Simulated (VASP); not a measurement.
# Ni (Fm-3m) in VASP: single point with r2SCAN

Aim: the single point of Ni with r2SCAN.

Everything below comes from runs of VASP 6.6.1. Logs are shortened: lines on timing, memory, paths and dates and some standing lists are left out, and cuts for length are marked.

## 1. The cell of the first run

It takes space group Fm-3m (No. 225, cubic). The conventional cell has a = 3.524 Å, b = 3.524 Å, c = 3.524 Å, α = 90.00°, β = 90.00°, γ = 90.00°. Within 3.3 Å of Ni (site symmetry m-3m) lie 12 Ni at 2.49 Å.

## 2. Single point, r2SCAN

Contents of POSCAR:

```
Ni
1.0
    0.0000000000     -1.7619400000     -1.7619400000
   -3.5238800000     -1.7619400000     -1.7619400000
    0.0000000000      1.7619400000     -1.7619400000
Ni
2
Direct
    0.0000000000      0.0000000000      0.0000000000
    0.0000000000      0.5000000000      0.5000000000
```

Contents of INCAR.step1:

```
SYSTEM = Ni
ALGO = Normal ; EDIFF = 1E-4
ENCUT = 520 ; GGA = PE
ISMEAR = 0 ; ISYM = 0
LASPH = .TRUE. ; LCHARG = .FALSE.
LREAL = .FALSE. ; LWAVE = .TRUE.
NBANDS = 17 ; NELM = 100
PREC = Accurate ; SIGMA = 0.1
```

Contents of INCAR.step2:

```
SYSTEM = Ni
ALGO = Normal ; EDIFF = 1E-6
ENCUT = 520 ; ISIF = 2
ISMEAR = 0 ; ISTART = 1
ISYM = 0 ; LASPH = .TRUE.
LCHARG = .FALSE. ; LMIXTAU = .TRUE.
LREAL = .FALSE. ; LWAVE = .FALSE.
METAGGA = R2SCAN ; NBANDS = 17
NELM = 100 ; PREC = Accurate
SIGMA = 0.1
```

Contents of KPOINTS:

```
k-points
0
G
  12 7 10
  0 0 0
```

Potentials or basis: VASP PAW PBE potentials, release 64 (Ni).

Started as:

```bash
$ cat potpaw_PBE.64/Ni/POTCAR > POTCAR
$ cp INCAR.step1 INCAR
$ mpirun -np 1 vasp_std > vasp.out
$ cp INCAR.step2 INCAR
$ mpirun -np 1 vasp_std > vasp.out
```

OUTCAR:

```text
SYSTEM = Ni
   EDIFF = 1E-6
   ENCUT = 520
   ISIF = 2
   ISMEAR = 0
   ISTART = 1
   ISYM = 0
   LASPH = .TRUE.
   LREAL = .FALSE.
   METAGGA = R2SCAN
   NELM = 100
   PREC = Accurate

 ion  position               nearest neighbor table
   1  0.000  0.000  0.000-   2 2.49   2 2.49   2 2.49   2 2.49   2 2.49   2 2.49   2 2.49   2 2.49

   2  0.000  0.500  0.500-   1 2.49   1 2.49   1 2.49   1 2.49   1 2.49   1 2.49   1 2.49   1 2.49

IMPORTANT INFORMATION: All symmetrisations will be switched off!
NOSYMM: (Re-)initialisation of all symmetry stuff for point group C_1.

----------------------------------------------------------------------------------------

                                     Primitive cell

  volume of cell :      21.8793

  direct lattice vectors                    reciprocal lattice vectors
     0.000000000 -1.761940000 -1.761940000     0.283778108 -0.283778108 -0.283778108
    -3.523880000 -1.761940000 -1.761940000    -0.283778108  0.000000000  0.000000000
     0.000000000  1.761940000 -1.761940000     0.000000000  0.283778108 -0.283778108

  length of vectors
     2.491759444  4.315853957  2.491759444     0.491518102  0.283778108  0.401322849

  position of ions in fractional coordinates (direct lattice)
     0.000000000  0.000000000  0.000000000
     0.000000000  0.500000000  0.500000000

  ion indices of the primitive-cell ions
   primitive index   ion index
                 1           1
                 2           2

----------------------------------------------------------------------------------------

 KPOINTS: k-points

Automatic generation of k-mesh.
 Grid dimensions read from file:
 generate k-points for:   12    7   10

 Generating k-lattice:

  Cartesian coordinates                     Fractional coordinates (reciprocal lattice)
     0.023648176 -0.023648176 -0.023648176     0.083333333  0.000000000  0.000000000
    -0.040539730  0.000000000  0.000000000     0.000000000  0.142857143  0.000000000
     0.000000000  0.028377811 -0.028377811     0.000000000  0.000000000  0.100000000

  Length of vectors
     0.040959842  0.040539730  0.040132285

  Shift w.r.t. Gamma in fractional coordinates (k-lattice)
     0.000000000  0.000000000  0.000000000

 -----------------------------------------------------------------------------
|                                                                             |
|           W    W    AA    RRRRR   N    N  II  N    N   GGGG   !!!           |
|           W    W   A  A   R    R  NN   N  II  NN   N  G    G  !!!           |
|           W    W  A    A  R    R  N N  N  II  N N  N  G       !!!           |
|           W WW W  AAAAAA  RRRRR   N  N N  II  N  N N  G  GGG   !            |
|           WW  WW  A    A  R   R   N   NN  II  N   NN  G    G                |
|           W    W  A    A  R    R  N    N  II  N    N   GGGG   !!!           |
|                                                                             |
|     Your reciprocal lattice and k-lattice belong to different lattice       |
|     classes:                                                                |
|                                                                             |
|        The reciprocal lattice is simple tetragonal,                         |
|        whereas your k-lattice is simple monoclinic.                         |
|                                                                             |
|     Results are often still useful ...                                      |
|                                                                             |
 -----------------------------------------------------------------------------

 WARNING: IBZKPT: internal override: KBLOWUP is changed to .FALSE.
      ... skipping the blow-up phase ...

 Subroutine IBZKPT returns following result:
 ===========================================

 Found    422 irreducible k-points:

 Following reciprocal coordinates:
            Coordinates               Weight
  0.000000  0.000000  0.000000      1.000000
  0.083333  0.000000  0.000000      2.000000
  0.166667  0.000000  0.000000      2.000000
  0.250000  0.000000  0.000000      2.000000
  0.333333  0.000000  0.000000      2.000000
  0.416667  0.000000  0.000000      2.000000
[... 16 lines left out ...]
  0.250000  0.285714  0.000000      2.000000
  0.333333  0.285714  0.000000      2.000000
 [... further k-points ...]
   k-points           NKPTS =    422   k-points in BZ     NKDIM =    422   number of bands    NBANDS=     17
   number of dos      NEDOS =    301   number of ions     NIONS =      2
   total plane-waves  NPLWV =  12800
   dimension x,y,z NGX =    20 NGY =   32 NGZ =   20
   dimension x,y,z NGXF=    40 NGYF=   64 NGZF=   40
   ions per type =               2
   NGX,Y,Z   is equivalent  to a cutoff of  13.34, 12.33, 13.34 a.u.
   NGXF,Y,Z  is equivalent  to a cutoff of  26.69, 24.65, 26.69 a.u.
 SYSTEM =  Ni
   PREC   = accura    normal or accurate (medium, high low for compatibility)
   ISTART =      1    job   : 0-new  1-cont  2-samecut
   ICHARG =      0    charge: 1-file 2-atom 10-const
   ISPIN  =      1    spin polarized calculation?
   LNONCOLLINEAR =      F non collinear calculations
   LSORBIT =      F    spin-orbit coupling
   LASPH  =      T    aspherical Exc in radial PAW
   ENCUT  =  520.0 eV  38.22 Ry    6.18 a.u.   4.63  8.02  4.63*2*pi/ulx,y,z
   NELM   =    100;   NELMIN=  2; NELMDL=  0     # of ELM steps
   EDIFF  = 0.1E-05   stopping-criterion for ELM
   LREAL  =      F    real-space projection
   EDIFFG = 0.1E-04   stopping-criterion for IOM
   NSW    =      0    number of steps for IOM
   IBRION =     -1    ionic relax: 0-MD 1-quasi-New 2-CG
   NFREE  =      0    steps in history (QN), initial steepest desc. (CG)
   ISIF   =      2    stress and relaxation
   ISYM   =      0    0-nonsym 1-usesym 2-fastsym
   POTIM  = 0.5000    time-step for ionic-motion
   TEBEG  =    0.0;   TEEND  =   0.0 temperature during run
   PSTRESS=    0.0 pullay stress
   NELECT =      20.0000    total number of electrons
   NUPDOWN=      -1.0000    fix difference up-down
   EMIN   =  10.00;   EMAX   =-10.00  energy-range for DOS
   EFERMI =   0.00;   METHOD = LEGACY
   ISMEAR =     0;   SIGMA  =   0.10  broadening in eV -4-tet -1-fermi 0-gaus
   EFERMI_NEDOS =   21; number of points for ismear=-14 and -15
   IALGO  =     38    algorithm
   IMIX   =      4    mixing-type and parameters
     AMIX     =   0.40;   BMIX     =  1.00
     AMIX_MAG =   1.60;   BMIX_MAG =  1.00
  volume/ion in A,a.u.               =      10.94        73.82
  Fermi-wavevector in a.u.,A,eV,Ry     =   1.588816  3.002428 34.345698  2.524338
  Thomas-Fermi vector in A             =   2.687762
   LORBIT       =      0    0 simple, 1 ext, 2 COOP (PROOUT), +10 PAW based schemes
   METAGGA = R2SCAN    functional components
   LHFCALC =     F    Hartree Fock is set to
   AEXX    =    0.0000 exact exchange contribution
   IVDW    =     0    specifies the selected vdW correction
   LEPSILON=     F    determine dielectric tensor
   LRPA    =     F    only Hartree local field effects (RPA)
 non-spin polarized calculation
 Gauss-broadening in eV      SIGMA  =   0.10
  energy-cutoff  :      520.00
  volume of cell :       21.88
 maximum number of plane-waves:       605
   NGX =  9   NGY = 15   NGZ =  9

 number of electron      19.9999989 magnetization

 Free energy of the ion-electron system (eV)
  ---------------------------------------------------
  ext. energy  EPLUGINS =         0.00000000
  ---------------------------------------------------
  free energy    TOTEN  =       -23.63746117 eV

  energy without entropy =      -23.60216748  energy(sigma->0) =      -23.61981432

 E-fermi :   8.8816     XC(G=0): -14.3141

 val. band max:        8.8812712119   @ k =   0.5000   0.4286   0.3000
 cond. band min:       8.8823060655   @ k =   0.3333   0.0000   0.0000
 fundamental gap:      0.0010348536
 Fermi energy:         8.8816421948

 k-point     1 :       0.0000    0.0000    0.0000
  band No.  band energies     occupation
      1      -0.2209      2.00000
      2       4.4914      2.00000
      3       5.1423      2.00000
      4       7.0339      2.00000
      5       7.0373      2.00000
      6       7.0403      2.00000
[... 9 lines left out ...]
     16      29.3770      0.00000
     17      33.3374      0.00000

 k-point     2 :       0.0833    0.0000    0.0000
  band No.  band energies     occupation
      1       0.0596      2.00000
      2       4.5933      2.00000
      3       5.2315      2.00000
      4       6.9647      2.00000
      5       7.0943      2.00000
      6       7.0976      2.00000
[... 9 lines left out ...]
     16      30.3172      0.00000
     17      32.4834      0.00000

 k-point     3 :       0.1667    0.0000    0.0000
  band No.  band energies     occupation
      1       0.8733      2.00000
      2       4.8712      2.00000
      3       5.4697      2.00000
      4       6.7846      2.00000
      5       7.2096      2.00000
      6       7.2124      2.00000
[... 9 lines left out ...]
     16      28.4911      0.00000
     17      31.1172      0.00000

 k-point     4 :       0.2500    0.0000    0.0000
  band No.  band energies     occupation
      1       2.1086      2.00000
      2       5.1225      2.00000
      3       5.8137      2.00000
      4       6.6467      2.00000
      5       6.9878      2.00000
      6       7.2135      2.00000
[... 9 lines left out ...]
     16      28.0915      0.00000
     17      31.7093      0.00000
[... 343 lines left out ...]
      1       0.7002      2.00000
      2       4.8713      2.00000
      3       5.4204      2.00000
      4       6.8111      2.00000
      5       7.1972      2.00000
      6       7.2028      2.00000
[... 9 lines left out ...]
     16      29.3437      0.00000
     17      31.0424      0.00000

 k-point    23 :       0.2500    0.2857    0.0000
  band No.  band energies     occupation
      1       1.4124      2.00000
      2       5.2407      2.00000
      3       5.5844      2.00000
      4       6.6324      2.00000
      5       7.2404      2.00000
      6       7.2720      2.00000
[... 9 lines left out ...]
     16      28.1001      0.00000
     17      29.9512      0.00000

 k-point    24 :       0.3333    0.2857    0.0000
  band No.  band energies     occupation
      1       2.5514      2.00000
      2       5.6161      2.00000
      3       5.7572      2.00000
      4       6.4478      2.00000
      5       6.7886      2.00000
      6       7.1295      2.00000
[... 9 lines left out ...]
     16      27.5442      0.00000
     17      28.7488      0.00000

 [... further k-points ...]
[... 5 lines left out ...]
  --------------------------------------------------------------------------------------
  -------------------------------------------------------------------------------------
  Total       -1.3194520     -1.3761700     -1.3761730     -0.0090099      0.0139958     -0.0090081
  in kB      -96.6208474   -100.7741970   -100.7744157     -0.6597757      1.0248821     -0.6596431
  external PRESSURE =     -99.3898200 kB  Pullay stress =       0.0000000 kB

 VOLUME and BASIS-vectors are now :
 -----------------------------------------------------------------------------
  energy-cutoff  :      520.00
  volume of cell :       21.88
      direct lattice vectors                 reciprocal lattice vectors
     0.000000000 -1.761940000 -1.761940000     0.283778108 -0.283778108 -0.283778108
    -3.523880000 -1.761940000 -1.761940000    -0.283778108  0.000000000  0.000000000
     0.000000000  1.761940000 -1.761940000     0.000000000  0.283778108 -0.283778108

 POSITION                                       TOTAL-FORCE (eV/Angst)
 -----------------------------------------------------------------------------------
      0.00000      0.00000      0.00000        -0.000000      0.000000     -0.000000
     -1.76194      0.00000     -1.76194         0.000000     -0.000000      0.000000
 -----------------------------------------------------------------------------------
    total drift:                               -0.000000      0.000001      0.000001

  FREE ENERGIE OF THE ION-ELECTRON SYSTEM (eV)
  ---------------------------------------------------
  free  energy   TOTEN  =       -23.6374611655 eV

  energy  without entropy=      -23.6021674789  energy(sigma->0) =      -23.61981432
```

It took 16 min on 1 thread of AMD EPYC 7R13, shared host; peak memory 0.22 GiB.

Results:

```yaml
Free_energy: -23.6375 eV
Pressure: -9.9 GPa
Band_gap_on_the_k_mesh: zero (bands 10 and 11 overlap by 0.74 eV)
```

Caveat: the cell stands under tension; the PAW data sets were made with another functional, which shifts forces and pressure a little; the run has no spin polarisation, though such a crystal can be magnetic. Spin polarisation is off, so any magnetic state and its effect on volume and gap are missing.
